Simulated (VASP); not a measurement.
Write the native input for VASP 6.6.1 that does the following.

```
Task                   : single point
Functional             : r2SCAN
Potentials or basis    : VASP PAW PBE potentials, release 64 (La, In_d, O)
Cutoff                 : 520 eV
k mesh                 : 7 × 7 × 7
Occupations            : fermi-dirac, width 0.1 eV
Spin                   : no spin polarisation
Dipole correction      : no
Further INCAR settings : ALGO = Normal; EDIFF = 1e-06; NBANDS = 32
```

The system is La2InO2.

```
La In O
1.0
     0.00000    4.00430    0.00000
     4.00430    0.00000    0.00000
     2.00215    2.00215   -6.81744
La In O
2 1 2
Cartesian
  2.0022 2.0022 -2.1920
  4.0043 4.0043 -4.6254
  0.0000 0.0000 0.0000
  4.0043 2.0022 -3.4087
  2.0022 4.0043 -3.4087
```

The input as run:

POSCAR

```
La2InO2
1.0
    0.0000000000      4.0043040000      0.0000000000
    4.0043040000      0.0000000000      0.0000000000
    2.0021520000      2.0021520000     -6.8174410000
La In O
2 1 2
Direct
    0.3392352546      0.3392352546      0.3215294908
    0.6607647454      0.6607647454      0.6784705092
    0.0000000000      0.0000000000      0.0000000000
    0.2500000000      0.7500000000      0.5000000000
    0.7500000000      0.2500000000      0.5000000000
```

INCAR.step1

```
SYSTEM = La2InO2
PREC = Accurate ; ENCUT = 520
ISMEAR = -1 ; SIGMA = 0.1
LREAL = .FALSE. ; LASPH = .TRUE.
NELM = 60 ; NBANDS = 32
GGA = PE ; ALGO = Normal
EDIFF = 1E-4 ; LWAVE = .TRUE.
LCHARG = .FALSE.
```

INCAR.step2

```
SYSTEM = La2InO2
PREC = Accurate ; ENCUT = 520
EDIFF = 1E-6 ; ISMEAR = -1
SIGMA = 0.1 ; LREAL = .FALSE.
LASPH = .TRUE. ; NELM = 60
ALGO = Normal ; ISIF = 2
LWAVE = .FALSE. ; LCHARG = .FALSE.
METAGGA = R2SCAN ; LMIXTAU = .TRUE.
NBANDS = 32 ; ISTART = 1
```

KPOINTS

```
regular mesh
0
G
  7 7 7
  0 0 0
```

Potentials or basis: VASP PAW PBE potentials, release 64 (La, In_d, O).

Launch:

```bash
$ cat potpaw_PBE.64/La/POTCAR potpaw_PBE.64/In_d/POTCAR potpaw_PBE.64/O/POTCAR > POTCAR
$ cp INCAR.step1 INCAR
$ mpirun -np 1 vasp_std > vasp.out
$ cp INCAR.step2 INCAR
$ mpirun -np 1 vasp_std > vasp.out
```

Results of the run:

```yaml
Pressure: 5.2 GPa
Largest_force: 0.042 eV/Å
Band_gap_on_the_k_mesh: zero (an odd number of electrons rules out a gap without spin polarisation)
```

Caveat: the cell stands under pressure; the PAW data sets were made with another functional, which shifts forces and pressure a little; spin-orbit coupling is left out, which moves the levels of the heavy elements; an odd number of electrons without spin polarisation forces a metal; a magnetic or distorted state may lie lower.

It took 7.2 min on 1 thread of Intel(R) Xeon(R) Platinum 8488C (Sapphire Rapids) (shared host), peak memory 0.33 GiB.
